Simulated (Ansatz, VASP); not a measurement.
## MgBe2Te3 in VASP and in Ansatz

```
Mg Be Te
1.0
     8.03406    0.00000    0.00000
    -4.01703    6.95770    0.00000
     0.00000    0.00000    3.21002
Mg Be Te
1 2 3
Direct
  0.00000 0.00000 0.50000
  0.33333 0.66667 0.00000
  0.66667 0.33333 0.00000
  0.50000 0.00000 0.00000
  0.00000 0.50000 0.00000
  0.50000 0.50000 0.00000
```

Alike in both runs: task relaxation of cell and atoms; functional PBE; k mesh 3 × 3 × 6; occupations gaussian, width 0.1 eV; no spin polarisation.

|  | VASP | Ansatz |
| --- | --- | --- |
| version | VASP 6.6.1 | Ansatz 0.2.0 |
| potentials or method | VASP PAW PBE potentials, release 64 (Mg, Be, Te), cutoff 600 eV | scalar-relativistic, plane waves, PAW |
| valence electrons in the cell | 24 | 62 |

```tsv
	VASP	Ansatz	Ansatz less VASP
gap on the k mesh at the Fermi level, each at its own relaxed structure (eV)	none	none	-
relaxed volume (Å³/atom)	30.65	30.77	+0.123
relaxed cell length with the largest relative difference (Å)	3.300	3.318	+0.0185
```

A gap of «none» marks a metal or a gap that the smearing closes. VASP's potentials hold 24 valence electrons a cell and Ansatz's 62, so a difference there can come from the potentials and not from the codes.

Neither program's run includes spin-orbit coupling.
